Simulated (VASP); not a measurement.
TiMo, 2 atoms in the cell. Symmetry: Cmmm, No. 65, orthorhombic system. The conventional cell has a = 3.252 Å, b = 4.750 Å, c = 4.339 Å, α = 90.00°, β = 90.00°, γ = 90.00°. Within 3.6 Å of Ti (site symmetry mmm) lie 8 Mo at 2.71 to 3.22 Å and 6 Ti at 2.88 to 3.25 Å. Mo (site symmetry mmm) has 8 Ti at 2.71 to 3.22 Å and 6 Mo at 2.88 to 3.25 Å within 3.6 Å. 

- Program: VASP 6.6.1
- Task: single point
- Functional: r2SCAN
- Potentials or basis: VASP PAW PBE potentials, release 64 (Ti_sv, Mo_sv)
- Cutoff: 520 eV
- k mesh: 16 × 16 × 10
- Occupations: gaussian, width 0.1 eV
- Spin: no spin polarisation
- Dipole correction: no
- Further INCAR settings: ALGO = Normal; EDIFF = 1e-07; NBANDS = 20

Potentials or basis: VASP PAW PBE potentials, release 64 (Ti_sv, Mo_sv).

The run is started by

```bash
$ cat potpaw_PBE.64/Ti_sv/POTCAR potpaw_PBE.64/Mo_sv/POTCAR > POTCAR
$ cp INCAR.step1 INCAR
$ mpirun -np 1 vasp_std > vasp.out
$ cp INCAR.step2 INCAR
$ mpirun -np 1 vasp_std > vasp.out
```

Hardware: 1 thread of Intel(R) Xeon(R) Platinum 8488C (Sapphire Rapids), on a shared host.

Q: How long does it take, and how much memory?

A: It took 7.9 min on 1 thread of Intel(R) Xeon(R) Platinum 8488C (Sapphire Rapids), on a shared host, peak memory 0.4 GiB. Counts: k points 438.
